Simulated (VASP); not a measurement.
Here is a VASP 6.6.1 calculation.

The input POSCAR:

```
Ru
1.0
    2.7414067149      0.0000000000      0.0000000000
   -1.3707033574      2.3741278572      0.0000000000
    0.0000000000      0.0000000000      4.3382472512
Ru
2
Direct
    0.6666666667      0.3333333333      0.7500000000
    0.3333333333      0.6666666667      0.2500000000
```

File INCAR.step1:

```
PREC = Accurate ; ENCUT = 460
EDIFF = 1E-5 ; ISMEAR = -1
SIGMA = 0.05 ; LREAL = F
LASPH = T ; NELM = 120
ALGO = Normal ; ISIF = 2
LWAVE = T ; LCHARG = F
NBANDS = 23 ; GGA = PE
GGA_COMPAT = F
```

The input INCAR.step2:

```
PREC = Accurate ; ENCUT = 460
EDIFF = 1E-6 ; ISMEAR = -1
SIGMA = 0.05 ; LREAL = F
LASPH = T ; NELM = 120
ALGO = Normal ; ISIF = 2
LWAVE = F ; LCHARG = F
METAGGA = R2SCAN ; LHFCALC = T
AEXX = 0.1 ; LMIXTAU = T
PRECFOCK = Normal ; NBANDS = 23
ISTART = 1 ; GGA_COMPAT = F
```

File KPOINTS:

```
regular mesh
0
Gamma
  6 6 3
```

Potentials or basis: VASP PAW PBE potentials, release 64 (Ru_sv).

Run with:

```console
$ cat potpaw_PBE.64/Ru_sv/POTCAR > POTCAR
$ cp INCAR.step1 INCAR
$ mpirun -np 1 vasp_std > vasp.out
$ cp INCAR.step2 INCAR
$ mpirun -np 1 vasp_std > vasp.out
```

Problem. Estimate the pressure.

Solution. -18.6 GPa.

Problem. Estimate the band gap on the k mesh.

Solution. Zero (bands 16 and 17 overlap by 3.55 eV).

Stress tensor (GPa, compression positive):
```
-15.94   0.00   0.00
  0.00 -15.94   0.00
  0.00   0.00 -24.07
```

Caveat: the k points lie up to 0.48 Å⁻¹ apart, too coarse for converged energies and pressures of a metal; the PAW data sets were made with another functional, which shifts forces and pressure a little.
